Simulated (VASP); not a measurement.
# TiSi (Cmmm) in VASP: a series of runs

TiSi is run at these levels: PBEsol; tasks: relaxation of shape and atoms at fixed volume.

Everything below comes from runs of VASP 6.6.1. Logs are shortened: lines on timing, memory, paths and dates and some standing lists are left out, and cuts for length are marked.

### 1 The cell of the first run

Symmetry: Cmmm, No. 65, orthorhombic system. The conventional cell has a = 3.492 Å, b = 3.871 Å, c = 3.681 Å, α = 90.00°, β = 90.00°, γ = 90.00°. Ti (site symmetry mmm) has 8 Si at 2.54 to 2.67 Å and 4 Ti at 2.61 Å within 3.3 Å. Within 3.3 Å of Si (site symmetry mmm) lie 8 Ti at 2.54 to 2.67 Å and 4 Si at 2.61 Å.

### 2 Relaxation of shape and atoms at fixed volume, PBEsol (12.44 Å³/atom)

The input, INCAR:

```
SYSTEM = TiSi
ALGO = Normal
EDIFF = 1E-7
EDIFFG = -0.01
ENCUT = 500
GGA = PS
GGA_COMPAT = .False.
IBRION = 2
ISIF = 4
ISMEAR = 0
LASPH = .True.
LCHARG = .False.
LREAL = .False.
LWAVE = .False.
NELM = 120
NELMIN = 4
NSW = 50
PREC = Accurate
SIGMA = 0.1
```

The input, KPOINTS:

```
k-points
0
Gamma
  10 6 10
  0 0 0
```

The input, POSCAR:

```
TiSi
1.0
    3.4918910808      0.0000000000      0.0000000000
    0.0000000000      7.3611236146      0.0000000000
    0.0000000000      0.0000000000      3.8705003820
Ti Si
4 4
Direct
    0.0000000000      0.5000000000      0.0507500000
    0.5000000000      0.5000000000      0.5507500000
    0.5000000000      0.0000000000      0.5507500000
    0.0000000000      0.0000000000      0.0507500000
    0.0000000000      0.7500000000      0.5507500000
    0.0000000000      0.2500000000      0.5507500000
    0.5000000000      0.2500000000      0.0507500000
    0.5000000000      0.7500000000      0.0507500000
```

Potentials or basis: VASP PAW PBE potentials, release 64 (Ti_sv, Si).

On the command line:

```
> cat potpaw_PBE.64/Ti_sv/POTCAR potpaw_PBE.64/Si/POTCAR > POTCAR
> mpirun -np 1 vasp_std > vasp.out
```

OUTCAR:

```text
SYSTEM = TiSi
   EDIFF = 1E-7
   EDIFFG = -0.01
   ENCUT = 500
   GGA = PS
   IBRION = 2
   ISIF = 4
   ISMEAR = 0
   LASPH = .True.
   LREAL = .False.
   NELM = 120
   NELMIN = 4
   NSW = 50
   PREC = Accurate

 ion  position               nearest neighbor table
   1  0.000  0.500  0.051-   7 2.54   8 2.54   7 2.54   8 2.54   2 2.61   2 2.61   2 2.61   2 2.61
                             6 2.67   5 2.67   5 2.67   6 2.67
   2  0.500  0.500  0.551-   5 2.54   6 2.54   5 2.54   6 2.54   1 2.61   1 2.61   1 2.61   1 2.61
                             8 2.67   7 2.67   7 2.67   8 2.67
   3  0.500  0.000  0.551-   5 2.54   6 2.54   5 2.54   6 2.54   4 2.61   4 2.61   4 2.61   4 2.61
                             8 2.67   7 2.67   7 2.67   8 2.67
   4  0.000  0.000  0.051-   7 2.54   8 2.54   7 2.54   8 2.54   3 2.61   3 2.61   3 2.61   3 2.61
                             6 2.67   5 2.67   5 2.67   6 2.67
   5  0.000  0.750  0.551-   2 2.54   3 2.54   2 2.54   3 2.54   8 2.61   8 2.61   8 2.61   8 2.61
                             1 2.67   1 2.67   4 2.67   4 2.67
   6  0.000  0.250  0.551-   2 2.54   3 2.54   2 2.54   3 2.54   7 2.61   7 2.61   7 2.61   7 2.61
                             1 2.67   1 2.67   4 2.67   4 2.67
   7  0.500  0.250  0.051-   1 2.54   4 2.54   1 2.54   4 2.54   6 2.61   6 2.61   6 2.61   6 2.61
                             3 2.67   2 2.67   3 2.67   2 2.67
   8  0.500  0.750  0.051-   1 2.54   4 2.54   1 2.54   4 2.54   5 2.61   5 2.61   5 2.61   5 2.61
                             3 2.67   2 2.67   3 2.67   2 2.67

  LATTYP: Found a simple orthorhombic cell.
 ALAT       =     3.4918910808
 B/A-ratio  =     1.1084252895
 C/A-ratio  =     2.1080622059

  Lattice vectors:

 A1 = (  -3.4918910808,   0.0000000000,   0.0000000000)
 A2 = (   0.0000000000,   0.0000000000,   3.8705003820)
 A3 = (   0.0000000000,   7.3611236146,   0.0000000000)

Analysis of symmetry for initial positions (statically):
=====================================================================
 Subroutine PRICEL returns following result:

  LATTYP: Found a base centered orthorhombic cell.
 ALAT       =     3.4918910808
 B/A-ratio  =     1.1084252895
 C/A-ratio  =     1.0540311030

  Lattice vectors:

 A1 = (   1.7459455404,   0.0000000000,   1.9352501910)
 A2 = (   1.7459455404,   0.0000000000,  -1.9352501910)
 A3 = (   0.0000000000,   3.6805618073,   0.0000000000)

   4 primitive cells build up your supercell.

 Routine SETGRP: Setting up the symmetry group for a
 simple orthorhombic supercell.

 Subroutine GETGRP returns: Found  8 space group operations
 (whereof  4 operations were pure point group operations)
 out of a pool of  8 trial point group operations.

The static configuration has the point symmetry C_2v.
 The point group associated with its full space group is D_2h.

Analysis of symmetry for dynamics (positions and initial velocities):
=====================================================================
 Subroutine PRICEL returns following result:

  LATTYP: Found a base centered orthorhombic cell.
 ALAT       =     3.4918910808
 B/A-ratio  =     1.1084252895
 C/A-ratio  =     1.0540311030

  Lattice vectors:

 A1 = (   1.7459455404,   0.0000000000,   1.9352501910)
 A2 = (   1.7459455404,   0.0000000000,  -1.9352501910)
 A3 = (   0.0000000000,   3.6805618073,   0.0000000000)

   4 primitive cells build up your supercell.

 Routine SETGRP: Setting up the symmetry group for a
 simple orthorhombic supercell.

 Subroutine GETGRP returns: Found  8 space group operations
 (whereof  4 operations were pure point group operations)
 out of a pool of  8 trial point group operations.

The dynamic configuration has the point symmetry C_2v.
 The point group associated with its full space group is D_2h.

 Subroutine INISYM returns: Found  8 space group operations
 (whereof  4 operations are pure point group operations),
 and found     4 'primitive' translations

----------------------------------------------------------------------------------------

                                     Primitive cell

  volume of cell :      24.8721

  direct lattice vectors                    reciprocal lattice vectors
     1.745945540  0.000000000  1.935250191     0.286377775  0.000000000  0.258364527
     1.745945540  0.000000000 -1.935250191     0.286377775  0.000000000 -0.258364527
     0.000000000  3.680561807  0.000000000     0.000000000  0.271697652  0.000000000

  length of vectors
     2.606438016  2.606438016  3.680561807     0.385699960  0.385699960  0.271697652

  position of ions in fractional coordinates (direct lattice)
     0.050750000  0.949250000  0.000000000
     0.550750000  0.449250000  0.500000000

  ion indices of the primitive-cell ions
   primitive index   ion index
                 1           1
                 2           5

----------------------------------------------------------------------------------------

 KPOINTS: k-points

Automatic generation of k-mesh.
 Grid dimensions read from file:
 generate k-points for:   10    6   10

 Generating k-lattice:

  Cartesian coordinates                     Fractional coordinates (reciprocal lattice)
     0.028637778  0.000000000  0.000000000     0.100000000  0.000000000  0.000000000
     0.000000000  0.022641471  0.000000000     0.000000000  0.166666667  0.000000000
     0.000000000  0.000000000  0.025836453     0.000000000  0.000000000  0.100000000

  Length of vectors
     0.028637778  0.022641471  0.025836453

  Shift w.r.t. Gamma in fractional coordinates (k-lattice)
     0.000000000  0.000000000  0.000000000

 Subroutine IBZKPT returns following result:
 ===========================================

 Found    144 irreducible k-points:

 Following reciprocal coordinates:
            Coordinates               Weight
  0.000000  0.000000  0.000000      1.000000
  0.100000  0.000000  0.000000      2.000000
  0.200000  0.000000  0.000000      2.000000
  0.300000  0.000000  0.000000      2.000000
  0.400000  0.000000  0.000000      2.000000
  0.500000  0.000000  0.000000      1.000000
[... 16 lines left out ...]
  0.400000  0.500000  0.000000      2.000000
  0.500000  0.500000  0.000000      1.000000
 [... further k-points ...]
   k-points           NKPTS =    144   k-points in BZ     NKDIM =    144   number of bands    NBANDS=     38
   number of dos      NEDOS =    301   number of ions     NIONS =      8
   total plane-waves  NPLWV =  42336
   dimension x,y,z NGX =    28 NGY =   54 NGZ =   28
   dimension x,y,z NGXF=    56 NGYF=  108 NGZF=   56
   ions per type =               4   4
   NGX,Y,Z   is equivalent  to a cutoff of  13.33, 12.20, 12.03 a.u.
   NGXF,Y,Z  is equivalent  to a cutoff of  26.66, 24.39, 24.05 a.u.
 SYSTEM =  TiSi
   PREC   = accura    normal or accurate (medium, high low for compatibility)
   ISTART =      0    job   : 0-new  1-cont  2-samecut
   ICHARG =      2    charge: 1-file 2-atom 10-const
   ISPIN  =      1    spin polarized calculation?
   LNONCOLLINEAR =      F non collinear calculations
   LSORBIT =      F    spin-orbit coupling
   LASPH  =      T    aspherical Exc in radial PAW
   ENCUT  =  500.0 eV  36.75 Ry    6.06 a.u.   6.37 13.42  7.06*2*pi/ulx,y,z
   NELM   =    120;   NELMIN=  4; NELMDL= -5     # of ELM steps
   EDIFF  = 0.1E-06   stopping-criterion for ELM
   LREAL  =      F    real-space projection
   EDIFFG = -.1E-01   stopping-criterion for IOM
   NSW    =     50    number of steps for IOM
   IBRION =      2    ionic relax: 0-MD 1-quasi-New 2-CG
   NFREE  =      1    steps in history (QN), initial steepest desc. (CG)
   ISIF   =      4    stress and relaxation
   ISYM   =      2    0-nonsym 1-usesym 2-fastsym
   POTIM  = 0.5000    time-step for ionic-motion
   TEBEG  =    0.0;   TEEND  =   0.0 temperature during run
   PSTRESS=    0.0 pullay stress
   NELECT =      64.0000    total number of electrons
   NUPDOWN=      -1.0000    fix difference up-down
   EMIN   =  10.00;   EMAX   =-10.00  energy-range for DOS
   EFERMI =   0.00;   METHOD = LEGACY
   ISMEAR =     0;   SIGMA  =   0.10  broadening in eV -4-tet -1-fermi 0-gaus
   EFERMI_NEDOS =   21; number of points for ismear=-14 and -15
   IALGO  =     38    algorithm
   IMIX   =      4    mixing-type and parameters
     AMIX     =   0.40;   BMIX     =  1.00
     AMIX_MAG =   1.60;   BMIX_MAG =  1.00
  volume/ion in A,a.u.               =      12.44        83.92
  Fermi-wavevector in a.u.,A,eV,Ry     =   1.413224  2.670605 27.173565  1.997201
  Thomas-Fermi vector in A             =   2.534891
   LORBIT       =      0    0 simple, 1 ext, 2 COOP (PROOUT), +10 PAW based schemes
   GGA     = PS    functional components
   LHFCALC =     F    Hartree Fock is set to
   AEXX    =    0.0000 exact exchange contribution
   IVDW    =     0    specifies the selected vdW correction
   LEPSILON=     F    determine dielectric tensor
   LRPA    =     F    only Hartree local field effects (RPA)
 conjugate gradient relaxation of ions
 non-spin polarized calculation
 Gauss-broadening in eV      SIGMA  =   0.10
  energy-cutoff  :      500.00
  volume of cell :       99.49
 maximum number of plane-waves:      2565
 NGX is ok and might be reduce to    28
   NGX = 13   NGY = 27   NGZ = 15

--------------------------------------- Ionic step        1  -------------------------------------------

 number of electron      64.0000010 magnetization

 Free energy of the ion-electron system (eV)
  ---------------------------------------------------
  ext. energy  EPLUGINS =         0.00000000
  ---------------------------------------------------
  free energy    TOTEN  =       -60.43732125 eV

  energy without entropy =      -60.42038674  energy(sigma->0) =      -60.42885400

------------------------ aborting loop because EDIFF is reached ----------------------------------------

  FORCE on cell =-STRESS in cart. coord.  units (eV):
  Direction    XX          YY          ZZ          XY          YZ          ZX
  --------------------------------------------------------------------------------------
  -------------------------------------------------------------------------------------
  Total       14.5954877     15.0057729     14.0598024      0.0000000      0.0000000      0.0000000
  in kB      235.0483899    241.6556969    226.4216152      0.0000000      0.0000000      0.0000000
  external PRESSURE =     234.3752340 kB  Pullay stress =       0.0000000 kB
[... 153 lines left out ...]
  energy  without entropy=      -60.4222262678  energy(sigma->0) =      -60.43092296

--------------------------------------- Ionic step        5  -------------------------------------------

 number of electron      64.0000016 magnetization

 Free energy of the ion-electron system (eV)
  ---------------------------------------------------
  ext. energy  EPLUGINS =         0.00000000
  ---------------------------------------------------
  free energy    TOTEN  =       -60.43974473 eV

  energy without entropy =      -60.42214337  energy(sigma->0) =      -60.43094405

 E-fermi :  12.2414     XC(G=0): -12.6003

 val. band max:       12.2272122114   @ k =   0.0000   0.3333   0.3000
 cond. band min:      12.2453864390   @ k =   0.0000   0.1667   0.2000
 fundamental gap:      0.0181742276
 Fermi energy:        12.2413504815

 k-point     1 :       0.0000    0.0000    0.0000
  band No.  band energies     occupation
      1     -43.9937      2.00000
      2     -43.9902      2.00000
      3     -43.6938      2.00000
      4     -43.6915      2.00000
      5     -20.7295      2.00000
      6     -20.7216      2.00000
[... 973 lines left out ...]
     37      14.3876      0.00000
     38      14.3876      0.00000

 [... further k-points ...]

------------------------ aborting loop because EDIFF is reached ----------------------------------------

  FORCE on cell =-STRESS in cart. coord.  units (eV):
  Direction    XX          YY          ZZ          XY          YZ          ZX
  --------------------------------------------------------------------------------------
  -------------------------------------------------------------------------------------
  Total       14.4369397     14.4356721     14.4271922      0.0000000      0.0000000      0.0000000
  in kB      232.4951042    232.4746905    232.3381276      0.0000000      0.0000000      0.0000000
  external PRESSURE =     232.4359741 kB  Pullay stress =       0.0000000 kB
[... 23 lines left out ...]
  FREE ENERGIE OF THE ION-ELECTRON SYSTEM (eV)
  ---------------------------------------------------
  free  energy   TOTEN  =       -60.4397447286 eV

  energy  without entropy=      -60.4221433714  energy(sigma->0) =      -60.43094405

 reached required accuracy - stopping structural energy minimisation
```

It took 12 min on 1 thread of Intel Xeon 6975P-C (Granite Rapids), shared host; peak memory 0.48 GiB.

What came out:

| Quantity | Value |
| --- | --- |
| Free energy | -60.4397 eV |
| Energy gained by relaxing | 0.3 meV/atom |
| Ionic steps | 5 |
| Pressure after relaxing | 23.2 GPa |
| Band gap on the k mesh | zero (bands 32 and 33 overlap by 1.33 eV) |

Step by step:
| step | energy change (eV) | largest force (eV/Å) | pressure (GPa) | volume (Å³) |
| --- | --- | --- | --- | --- |
| 1 | 0.0000 | 0.0000 | 23.44 | 99.49 |
| 2 | -0.0019 | 0.0000 | 23.33 | 99.49 |
| 3 | -0.0022 | 0.0000 | 23.27 | 99.49 |
| 4 | -0.0023 | 0.0000 | 23.25 | 99.49 |
| 5 | -0.0024 | 0.0000 | 23.24 | 99.49 |

Final structure:
```
Ti Si
1.0
     3.50295    0.00000    0.00000
     0.00000    7.38651    0.00000
     0.00000    0.00000    3.84501
Ti Si
4 4
Direct
  0.00000 0.50000 0.05075
  0.50000 0.50000 0.55075
  0.50000 0.00000 0.55075
  0.00000 0.00000 0.05075
  0.00000 0.75000 0.55075
  0.00000 0.25000 0.55075
  0.50000 0.25000 0.05075
  0.50000 0.75000 0.05075
```

Caveat: the PAW data sets were made with another functional, which shifts forces and pressure a little.

### 3 Relaxation of shape and atoms at fixed volume, PBEsol (15.55 Å³/atom)

This run uses another cell than the first one, of 15.55 Å³/atom.

The input, INCAR:

```
SYSTEM = TiSi
PREC     = Accurate       ! precision mode
ENCUT    = 500            ! plane-wave cutoff, eV
EDIFF    = 1E-7           ! SCF threshold, eV
ISMEAR   = 0              ! smearing method
SIGMA    = 0.1            ! smearing width, eV
LREAL    = .FALSE.        ! projectors in reciprocal space
LASPH    = .TRUE.         ! aspherical terms in the spheres
NELM     = 120            ! most SCF steps
ALGO     = Normal         ! electronic algorithm
ISIF     = 4              ! what is computed and relaxed
LWAVE    = .FALSE.        ! write WAVECAR
LCHARG   = .FALSE.        ! write CHGCAR
GGA      = PS             ! functional
IBRION   = 2              ! ionic algorithm
NSW      = 50             ! ionic steps
EDIFFG   = -0.01          ! ionic threshold
GGA_COMPAT= .FALSE.      
NELMIN   = 4
```

The input, KPOINTS:

```
Automatic mesh
0
G
  10 6 10
  0 0 0
```

Edit POSCAR of step 2 so:

```diff
@@ -2,5 +2,5 @@
 1.0
-    3.4918910808      0.0000000000      0.0000000000
-    0.0000000000      7.3611236146      0.0000000000
-    0.0000000000      0.0000000000      3.8705003820
+    3.6944794658      0.0000000000      0.0000000000
+    0.0000000000      7.7539657333      0.0000000000
+    0.0000000000      0.0000000000      4.3411500045
 Ti Si
```

Potentials or basis: VASP PAW PBE potentials, release 64 (Ti_sv, Si).

On the command line:

```
> cat potpaw_PBE.64/Ti_sv/POTCAR potpaw_PBE.64/Si/POTCAR > POTCAR
> mpirun -np 1 vasp_std > vasp.out
```

Wall time 20 min (1 thread of Intel Xeon Platinum 8259CL at 2.50GHz (Skylake/Cascade Lake), shared host); peak memory 0.58 GiB.

It converged, with:

```
Free energy               : -60.9158 eV
Energy gained by relaxing : 0.5 meV/atom
Ionic steps               : 3
Pressure after relaxing   : -10.7 GPa
Band gap on the k mesh    : zero (bands 32 and 33 overlap by 0.75 eV)
```

Stress tensor (GPa, compression positive):
```
-10.78   0.00   0.00
  0.00 -10.69   0.00
  0.00   0.00 -10.69
```

The path:
```tsv
step	energy change (eV)	largest force (eV/Å)	pressure (GPa)	volume (Å³)
1	0.0000	0.0000	-11.04	124.36
2	-0.0028	0.0000	-10.92	124.36
3	-0.0044	0.0000	-10.72	124.36
```

Final structure:
```xyz
8
Lattice="3.6875 0.0000 0.0000 0.0000 7.7008 0.0000 0.0000 0.0000 4.3794" Properties=species:S:1:pos:R:3 pbc="T T T"
Ti    0.0000    3.8504    0.2223
Ti    1.8438    3.8504    2.4120
Ti    1.8438    0.0000    2.4120
Ti    0.0000    0.0000    0.2223
Si    0.0000    5.7756    2.4120
Si    0.0000    1.9252    2.4120
Si    1.8438    1.9252    0.2223
Si    1.8438    5.7756    0.2223
```

Levels at points of the mesh, in eV from the Fermi level:
```
           k point  band 29  band 30  band 31  band 32  band 33  band 34  band 35  band 36
(0.00, 0.00, 0.00)    -1.15    -0.95    -0.70    -0.67    -0.18     0.47     0.64     1.52
(0.50, 0.00, 0.00)    -2.05    -2.05    -0.46    -0.46    -0.03    -0.03     0.67     0.67
(0.00, 0.50, 0.00)    -0.82    -0.82     0.00     0.00     0.51     0.51     0.57     0.57
(0.50, 0.50, 0.00)    -1.60    -1.60    -1.60    -1.60     0.23     0.23     0.23     0.23
(0.00, 0.00, 0.50)    -0.63    -0.63     0.39     0.39     0.61     0.61     0.72     0.72
(0.50, 0.00, 0.50)    -1.64    -1.64    -0.79    -0.79     1.37     1.37     1.58     1.58
(0.00, 0.50, 0.50)    -0.43    -0.43    -0.43    -0.43     0.62     0.62     0.62     0.62
(0.50, 0.50, 0.50)    -0.96    -0.96    -0.96    -0.96     1.64     1.64     1.64     1.64
```

Caveat: the PAW data sets were made with another functional, which shifts forces and pressure a little.
